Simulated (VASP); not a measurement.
# CdS (P1) in VASP: a series of runs, part 2 of 2

VASP 6.6.1.

## Step 3: Single point, PBE

INCAR

```
SYSTEM = CdS
  ALGO = Normal
  EDIFF = 1E-6
  ENCUT = 400
  GGA = PE
  GGA_COMPAT = .False.
  ISIF = 2
  ISMEAR = -1
  ISYM = -1
  LASPH = .True.
  LCHARG = .False.
  LREAL = Auto
  LWAVE = .False.
  NBANDS = 86
  NELM = 120
  PREC = Accurate
  SIGMA = 0.2241
```

KPOINTS

```
explicit points
4
Reciprocal
  0.25000000   0.25000000   0.25000000 2
  0.25000000   0.25000000   0.75000000 2
  0.25000000   0.75000000   0.25000000 2
  0.25000000   0.75000000   0.75000000 2
```

POSCAR

```
CdS
1.0
    0.0000000000      6.0078702720     -6.0078702720
   -6.0078702720      0.0000000000     -6.0078702720
   -6.0078702720      6.0078702720      0.0000000000
Cd S
8 8
Direct
    0.4830977316      0.5199294190     -0.0105807045
    0.0579757858      0.4635431316      0.0129906267
    0.4984695682     -0.0610157150      0.0288850278
   -0.0358195983      0.0458870594      0.0052435387
    0.5276751755      0.5364268624      0.4650348416
   -0.0092950576      0.5058542150      0.4779874348
    0.4707109794      0.0474834654      0.5358215731
   -0.0003559498     -0.0292427253      0.5128601918
    0.8862557377      0.3399561588      0.3552148105
    0.3708464729      0.4112386567      0.3671791167
    0.9383233567      0.8510256994      0.3367264785
    0.3745370486      0.9005339255      0.4112419024
    0.7791864318      0.3643427539      0.8139844535
    0.4139911295      0.3185196939      0.8542361549
    0.9050641498      0.8428610757      0.8767204952
    0.3582375954      0.8703084060      0.8856687577
```

Potentials or basis: VASP PAW PBE potentials, release 64 (Cd, S).

Launch:

```console
$ cat potpaw_PBE.64/Cd/POTCAR potpaw_PBE.64/S/POTCAR > POTCAR
$ mpirun -np 1 vasp_std > vasp.out
```

OUTCAR:

```text
SYSTEM = CdS
   EDIFF = 1E-6
   ENCUT = 400
   GGA = PE
   ISIF = 2
   ISMEAR = -1
   ISYM = -1
   LASPH = .True.
   LREAL = Auto
   NELM = 120
   PREC = Accurate

 ion  position               nearest neighbor table
   1  0.483  0.520  0.989-  13 2.28  16 2.43  10 2.63  14 2.87   2 3.77
   2  0.058  0.464  0.013-   9 2.43  14 2.52  15 2.65   1 3.77
   3  0.498  0.939  0.029-  16 2.47  14 2.66  12 2.76  15 2.84   5 3.59
   4  0.964  0.046  0.005-  11 2.41  13 2.52  16 2.75  15 2.78
   5  0.528  0.536  0.465-   9 2.56  12 2.57  10 2.65  14 2.79   3 3.59
   6  0.991  0.506  0.478-  11 2.44  13 2.53  10 2.66   9 2.74
   7  0.471  0.047  0.536-  16 2.48  10 2.55  12 2.56
   8  1.000  0.971  0.513-  11 2.53  15 2.53   9 2.57  12 2.67
   9  0.886  0.340  0.355-   2 2.43   5 2.56   8 2.57   6 2.74
  10  0.371  0.411  0.367-   7 2.55   1 2.63   5 2.65   6 2.66
  11  0.938  0.851  0.337-   4 2.41   6 2.44   8 2.53
  12  0.375  0.901  0.411-   7 2.56   5 2.57   8 2.67   3 2.76
  13  0.779  0.364  0.814-   1 2.28   4 2.52   6 2.53
  14  0.414  0.319  0.854-   2 2.52   3 2.66   5 2.79   1 2.87
  15  0.905  0.843  0.877-   8 2.53   2 2.65   4 2.78   3 2.84
  16  0.358  0.870  0.886-   1 2.43   3 2.47   7 2.48   4 2.75

IMPORTANT INFORMATION: All symmetrisations will be switched off!
NOSYMM: (Re-)initialisation of all symmetry stuff for point group C_1.

----------------------------------------------------------------------------------------

                                     Primitive cell

  volume of cell :     433.7022

  direct lattice vectors                    reciprocal lattice vectors
     0.000000000  6.007870272 -6.007870272     0.083224167  0.083224167 -0.083224167
    -6.007870272  0.000000000 -6.007870272    -0.083224167 -0.083224167 -0.083224167
    -6.007870272  6.007870272  0.000000000    -0.083224167  0.083224167  0.083224167

  length of vectors
     8.496411620  8.496411620  8.496411620     0.144148486  0.144148486  0.144148486

  position of ions in fractional coordinates (direct lattice)
     0.483097732  0.519929419  0.989419295
     0.057975786  0.463543132  0.012990627
     0.498469568  0.938984285  0.028885028
     0.964180402  0.045887059  0.005243539
     0.527675176  0.536426862  0.465034842
     0.990704942  0.505854215  0.477987435
[... 8 lines left out ...]
     0.905064150  0.842861076  0.876720495
     0.358237595  0.870308406  0.885668758

  ion indices of the primitive-cell ions
   primitive index   ion index
                 1           1
                 2           2
                 3           3
                 4           4
                 5           5
                 6           6
[... 8 lines left out ...]
                15          15
                16          16

----------------------------------------------------------------------------------------

 KPOINTS: explicit points

Read explicit list of k-points.

 Found      4 k-points:

 Following reciprocal coordinates:
            Coordinates               Weight
  0.250000  0.250000  0.250000      0.250000
  0.250000  0.250000  0.750000      0.250000
  0.250000  0.750000  0.250000      0.250000
  0.250000  0.750000  0.750000      0.250000
   k-points           NKPTS =      4   k-points in BZ     NKDIM =      4   number of bands    NBANDS=     86
   number of dos      NEDOS =    301   number of ions     NIONS =     16
   total plane-waves  NPLWV = 175616
   dimension x,y,z NGX =    56 NGY =   56 NGZ =   56
   dimension x,y,z NGXF=   112 NGYF=  112 NGZF=  112
   ions per type =               8   8
   NGX,Y,Z   is equivalent  to a cutoff of  10.96, 10.96, 10.96 a.u.
   NGXF,Y,Z  is equivalent  to a cutoff of  21.91, 21.91, 21.91 a.u.
 SYSTEM =  CdS
   PREC   = accura    normal or accurate (medium, high low for compatibility)
   ISTART =      0    job   : 0-new  1-cont  2-samecut
   ICHARG =      2    charge: 1-file 2-atom 10-const
   ISPIN  =      1    spin polarized calculation?
   LNONCOLLINEAR =      F non collinear calculations
   LSORBIT =      F    spin-orbit coupling
   LASPH  =      T    aspherical Exc in radial PAW
   ENCUT  =  400.0 eV  29.40 Ry    5.42 a.u.  13.86 13.86 13.86*2*pi/ulx,y,z
   NELM   =    120;   NELMIN=  2; NELMDL= -5     # of ELM steps
   EDIFF  = 0.1E-05   stopping-criterion for ELM
   LREAL  =      T    real-space projection
   EDIFFG = 0.1E-04   stopping-criterion for IOM
   NSW    =      0    number of steps for IOM
   IBRION =     -1    ionic relax: 0-MD 1-quasi-New 2-CG
   NFREE  =      0    steps in history (QN), initial steepest desc. (CG)
   ISIF   =      2    stress and relaxation
   ISYM   =     -1    0-nonsym 1-usesym 2-fastsym
   POTIM  = 0.5000    time-step for ionic-motion
   TEBEG  =    0.0;   TEEND  =   0.0 temperature during run
   PSTRESS=    0.0 pullay stress
   NELECT =     144.0000    total number of electrons
   NUPDOWN=      -1.0000    fix difference up-down
   EMIN   =  10.00;   EMAX   =-10.00  energy-range for DOS
   EFERMI =   0.00;   METHOD = LEGACY
   ISMEAR =    -1;   SIGMA  =   0.22  broadening in eV -4-tet -1-fermi 0-gaus
   EFERMI_NEDOS =   21; number of points for ismear=-14 and -15
   IALGO  =     38    algorithm
   IMIX   =      4    mixing-type and parameters
     AMIX     =   0.40;   BMIX     =  1.00
     AMIX_MAG =   1.60;   BMIX_MAG =  1.00
  volume/ion in A,a.u.               =      27.11       182.92
  Fermi-wavevector in a.u.,A,eV,Ry     =   1.133614  2.142219 17.484578  1.285080
  Thomas-Fermi vector in A             =   2.270317
   LORBIT       =      0    0 simple, 1 ext, 2 COOP (PROOUT), +10 PAW based schemes
   GGA     = PE    functional components
   LHFCALC =     F    Hartree Fock is set to
   AEXX    =    0.0000 exact exchange contribution
   IVDW    =     0    specifies the selected vdW correction
   LEPSILON=     F    determine dielectric tensor
   LRPA    =     F    only Hartree local field effects (RPA)
 non-spin polarized calculation
  energy-cutoff  :      400.00
  volume of cell :      433.70
 maximum number of plane-waves:      7884
 NGX is ok and might be reduce to    56
   NGX = 27   NGY = 27   NGZ = 27

 number of electron     144.0000026 magnetization

 Free energy of the ion-electron system (eV)
  ---------------------------------------------------
  ext. energy  EPLUGINS =         0.00000000
  ---------------------------------------------------
  free energy    TOTEN  =       -46.07537431 eV

  energy without entropy =      -45.97134165  energy(sigma->0) =      -46.02335798

 E-fermi :   1.7038     XC(G=0):  -8.7701

 val. band max:        0.8215585800   @ k =   0.2500   0.7500   0.2500
 cond. band min:       2.2125589825   @ k =   0.2500   0.2500   0.2500
 fundamental gap:      1.3910004025
 Fermi energy:         1.7037640005

 k-point     1 :       0.2500    0.2500    0.2500
  band No.  band energies     occupation
      1     -11.6018      2.00000
      2     -11.2901      2.00000
      3     -11.1063      2.00000
      4     -10.9805      2.00000
      5     -10.9363      2.00000
      6     -10.8361      2.00000
[... 76 lines left out ...]
     83       5.6270      0.00000
     84       6.2266      0.00000

 k-point     2 :       0.2500    0.2500    0.7500
  band No.  band energies     occupation
      1     -11.5649      2.00000
      2     -11.2520      2.00000
      3     -11.1242      2.00000
      4     -11.0343      2.00000
      5     -10.9400      2.00000
      6     -10.8315      2.00000
[... 76 lines left out ...]
     83       5.8089      0.00000
     84       6.0328      0.00000

 k-point     3 :       0.2500    0.7500    0.2500
  band No.  band energies     occupation
      1     -11.5573      2.00000
      2     -11.2645      2.00000
      3     -11.1051      2.00000
      4     -11.0636      2.00000
      5     -10.9202      2.00000
      6     -10.8406      2.00000
[... 76 lines left out ...]
     83       5.8475      0.00000
     84       5.9744      0.00000

 k-point     4 :       0.2500    0.7500    0.7500
  band No.  band energies     occupation
      1     -11.5637      2.00000
      2     -11.2733      2.00000
      3     -11.1146      2.00000
      4     -11.0298      2.00000
      5     -10.9295      2.00000
      6     -10.8417      2.00000
[... 76 lines left out ...]
     83       5.8225      0.00000
     84       5.8987      0.00000
 [bands above 84 left out]

------------------------ aborting loop because EDIFF is reached ----------------------------------------

  FORCE on cell =-STRESS in cart. coord.  units (eV):
  Direction    XX          YY          ZZ          XY          YZ          ZX
  --------------------------------------------------------------------------------------
  -------------------------------------------------------------------------------------
  Total       -0.6989926     -2.1971642     -1.4379079      0.4888733      0.7102911     -1.0657206
  in kB       -2.5822097     -8.1167368     -5.3119017      1.8059896      2.6239484     -3.9369717
  external PRESSURE =      -5.3369494 kB  Pullay stress =       0.0000000 kB

 VOLUME and BASIS-vectors are now :
 -----------------------------------------------------------------------------
  energy-cutoff  :      400.00
  volume of cell :      433.70
      direct lattice vectors                 reciprocal lattice vectors
     0.000000000  6.007870272 -6.007870272     0.083224167  0.083224167 -0.083224167
    -6.007870272  0.000000000 -6.007870272    -0.083224167 -0.083224167 -0.083224167
    -6.007870272  6.007870272  0.000000000    -0.083224167  0.083224167  0.083224167

 POSITION                                       TOTAL-FORCE (eV/Angst)
 -----------------------------------------------------------------------------------
     -9.06797      8.84669     -6.02606        -1.093058     -0.163148      1.364034
     -2.86295      0.42636     -3.13322         0.315522     -0.451218     -0.760829
     -5.81483      3.16828     -8.63604        -0.560952      0.618869     -0.957902
     -0.30719      5.82417     -6.06835         0.631484     -0.725942     -0.098454
     -6.01665      5.96407     -6.39299        -0.305374      0.185790      0.542457
     -5.91079      8.82371     -8.99113         0.411221      0.299792      0.406647
[... 8 lines left out ...]
    -10.33102     10.70473    -10.50131        -0.201463     -0.023294      0.767630
    -10.54968      7.47323     -7.38094        -0.527139     -0.513184     -0.161771
 -----------------------------------------------------------------------------------
    total drift:                                0.004823     -0.000984      0.005163

  FREE ENERGIE OF THE ION-ELECTRON SYSTEM (eV)
  ---------------------------------------------------
  free  energy   TOTEN  =       -46.0753743107 eV

  energy  without entropy=      -45.9713416456  energy(sigma->0) =      -46.02335798
```

Wall time 2.6 min (1 thread of Intel Xeon 6975P-C (Granite Rapids), shared host); peak memory 0.41 GiB.

What came out:

```
Free energy            : -46.0754 eV
Pressure               : -0.5 GPa
Largest force          : 2.891 eV/Å
Band gap on the k mesh : 1.39 eV (least direct gap 1.48 eV)
```

Forces on the atoms (eV/Å):
```
Cd  -1.093 -0.163  1.364
Cd   0.316 -0.451 -0.761
Cd  -0.561  0.619 -0.958
Cd   0.631 -0.726 -0.098
Cd  -0.305  0.186  0.542
Cd   0.411  0.300  0.407
Cd   0.411 -0.197 -0.496
Cd  -0.007  0.350 -0.048
S   -0.538  0.083 -0.137
S    0.281  0.089  0.222
S   -1.300 -0.198  0.334
S    1.165 -0.418  0.155
S    1.919  1.673 -1.369
S   -0.602 -0.610  0.238
S   -0.201 -0.023  0.768
S   -0.527 -0.513 -0.162
```

Levels at points of the mesh, in eV from the valence-band top:
| k point | band 68 | band 69 | band 70 | band 71 | band 72 | band 73 | band 74 | band 75 | band 76 | band 77 |
| --- | --- | --- | --- | --- | --- | --- | --- | --- | --- | --- |
| (0.25, 0.25, 0.25) | -0.72 | -0.51 | -0.36 | -0.30 | -0.09 | 1.39 | 2.50 | 2.63 | 3.05 | 3.16 |

Caveat: the atoms stand as in a frame of molecular dynamics; a shifted mesh leaves out Γ, where band edges can lie; forces of over 1 eV/Å act on the atoms, so gaps and moduli don't describe the material at rest.

## Step 4: Single point, PBE

INCAR

```
  PREC = Accurate
  ENCUT = 520
  EDIFF = 1E-7
  ISMEAR = -1
  SIGMA = 0.2241
  LREAL = Auto
  LASPH = True
  NELM = 80
  ALGO = Normal
  ISIF = 2
  LWAVE = False
  LCHARG = True
  GGA = PE
  LELF = True
  LVHAR = True
  NBANDS = 86
```

KPOINTS

```
Automatic mesh
0
Gamma
  2 2 2
  0.5 0.5 0.5
```

POSCAR

```
CdS
1.0
    0.0000000000      6.0078702720     -6.0078702720
   -6.0078702720      0.0000000000     -6.0078702720
   -6.0078702720      6.0078702720      0.0000000000
Cd S
8 8
Direct
    0.4950056951      0.5130566841     -0.0065026371
    0.0218331945      0.4884807539      0.0039608046
    0.4951305313     -0.0240651002      0.0071904016
   -0.0170799294      0.0274355125     -0.0013803560
    0.5088641002      0.5187671103      0.4859102091
   -0.0079253542      0.4994191559      0.5020888207
    0.4852781215      0.0178068093      0.5152334954
   -0.0018677168     -0.0103715622      0.5020161660
    0.8707186179      0.3682605316      0.3644510285
    0.3716605717      0.3685925960      0.3961972200
    0.9165640653      0.8665708087      0.3563324278
    0.3815906297      0.8555317887      0.4208251652
    0.8675030858      0.3447476237      0.8332163934
    0.3661212544      0.3779653849      0.8550073100
    0.9135882187      0.8390786205      0.8727219901
    0.3850513402      0.8722050016      0.8713850771
```

Launch:

```console
$ cat potpaw_PBE.64/Cd/POTCAR potpaw_PBE.64/S/POTCAR > POTCAR
$ mpirun -np 1 vasp_std > vasp.out
```

Run time: 40 min. Hardware: 1 thread of Intel Xeon 8259CL, shared host; peak memory 0.77 GiB.

Results (log left out):

* Free energy: -46.9438 eV
* Pressure: 0.5 GPa
* Largest force: 2.501 eV/Å
* Band gap on the k mesh: 1.72 eV

Forces in eV/Å, atoms in the order of the input:
```
Cd   0.479  0.292  0.724
Cd  -0.013 -0.237  0.681
Cd  -0.695  0.808 -0.906
Cd   1.351  1.509  1.215
Cd   0.752  0.440  0.860
Cd   0.919 -0.759 -1.031
Cd   0.748  0.287 -0.334
Cd  -0.417  0.528 -0.365
S    0.159  0.457 -0.118
S    0.185 -0.883 -0.835
S   -0.039 -0.627  0.843
S   -0.141 -1.635 -1.041
S   -2.430 -0.533 -0.257
S    0.471  1.539 -0.077
S   -1.097 -1.054  0.009
S   -0.233 -0.132  0.632
```

Stress tensor (GPa, compression positive):
```
0.25 0.69 0.89
0.69 0.62 1.72
0.89 1.72 0.67
```

Levels at points of the mesh, in eV from the valence-band top:
```csv
k point,band 69,band 70,band 71,band 72,band 73,band 74,band 75,band 76
"(0.25, 0.25, 0.25)",-0.57,-0.33,-0.06,0.00,1.72,2.67,3.04,3.33
```

Caveat: the atoms stand as in a frame of molecular dynamics; a shifted mesh leaves out Γ, where band edges can lie; forces of over 1 eV/Å act on the atoms, so gaps and moduli don't describe the material at rest. A k mesh can miss the band edges.

## Step 5: Single point, PBE

INCAR

```
  PREC = Accurate
  ENCUT = 520
  EDIFF = 1E-6
  ISMEAR = -1
  SIGMA = 0.2241
  LREAL = Auto
  LASPH = True
  NELM = 100
  ALGO = Normal
  ISIF = 2
  LWAVE = False
  LCHARG = False
  GGA = PE
  NBANDS = 86
```

KPOINTS is that of step 4.

POSCAR

```
CdS
1.0
    0.0000000000      6.0078702720     -6.0078702720
   -6.0078702720      0.0000000000     -6.0078702720
   -6.0078702720      6.0078702720      0.0000000000
Cd S
8 8
Direct
    0.4900709181      0.5202951060     -0.0109280822
    0.0404512729      0.4755855021      0.0091303569
    0.4941010484     -0.0450544016      0.0166107115
   -0.0285749346      0.0411842282      0.0015327395
    0.5185841003      0.5304778325      0.4738351314
   -0.0113611807      0.5018458062      0.4943676154
    0.4755102675      0.0331701570      0.5274761033
   -0.0020614626     -0.0199646455      0.5061613954
    0.8757241355      0.3554793801      0.3567575369
    0.3704817846      0.3816160130      0.3931435589
    0.9385217631      0.8569367791      0.3417944974
    0.3801546799      0.8695770320      0.4337403909
    0.8277791089      0.3505810553      0.8142388698
    0.3829576698      0.3565514738      0.8482436819
    0.9240110470      0.8304184801      0.8717873827
    0.3819977623      0.8672124670      0.8765269158
```

Launch:

```console
$ cat potpaw_PBE.64/Cd/POTCAR potpaw_PBE.64/S/POTCAR > POTCAR
$ mpirun -np 1 vasp_std > vasp.out
```

It took 40 min on 1 thread of Intel Xeon 8259CL, shared host; peak memory 0.77 GiB.

It converged, with:

```yaml
Free_energy: -46.1440 eV
Pressure: 0.9 GPa
Largest_force: 2.079 eV/Å
Band_gap_on_the_k_mesh: 1.62 eV (least direct gap 1.65 eV)
```

Forces on the atoms (eV/Å):
```
Cd   0.525  0.430  1.215
Cd   0.033 -0.283  0.042
Cd  -1.072  1.123 -1.382
Cd   1.007  0.652  0.536
Cd   0.299  0.331  0.781
Cd   0.934 -0.410 -1.042
Cd   0.618  0.183 -0.533
Cd  -0.400  0.579 -0.306
S   -0.092  0.436 -0.081
S    0.214 -0.873 -0.716
S   -0.396 -0.464  0.685
S    0.697 -1.481 -0.392
S   -1.138  0.299  0.310
S    0.188  1.046  0.072
S   -0.990 -0.885  0.281
S   -0.427 -0.681  0.530
```

Stress tensor (GPa, compression positive):
```
0.64 0.30 0.62
0.30 0.90 1.18
0.62 1.18 1.07
```

Levels at points of the mesh, in eV from the valence-band top:
| k point | band 70 | band 71 | band 72 | band 73 | band 74 | band 75 |
| --- | --- | --- | --- | --- | --- | --- |
| (0.25, 0.25, 0.25) | -0.31 | -0.07 | -0.01 | 1.63 | 2.65 | 2.98 |

Caveat: the atoms stand as in a frame of molecular dynamics; a shifted mesh leaves out Γ, where band edges can lie; forces of over 1 eV/Å act on the atoms, so gaps and moduli don't describe the material at rest.

## Step 6: The runs side by side

```csv
cell,cutoff (eV),gap on the mesh (eV),pressure (GPa),largest force (eV/Å)
"as given, atomic positions A",400,1.64,0.5,2.06
"as given, atomic positions B",400,1.39,-0.5,2.89
"as given, atomic positions C",520,1.72,0.5,2.50
"as given, atomic positions A",520,1.62,0.9,2.08
```

Alike in all rows: task single point; level PBE; potentials or basis VASP PAW PBE potentials, release 64 (Cd, S); no spin polarisation; k mesh 2 × 2 × 2, shifted; smearing fermi-dirac 0.2241 eV.

Caveats: the atoms stand as in a frame of molecular dynamics; a shifted mesh leaves out Γ, where band edges can lie; forces of over 1 eV/Å act on the atoms, so gaps and moduli don't describe the material at rest.

Absolute energies hang on the potentials; compare differences alone.
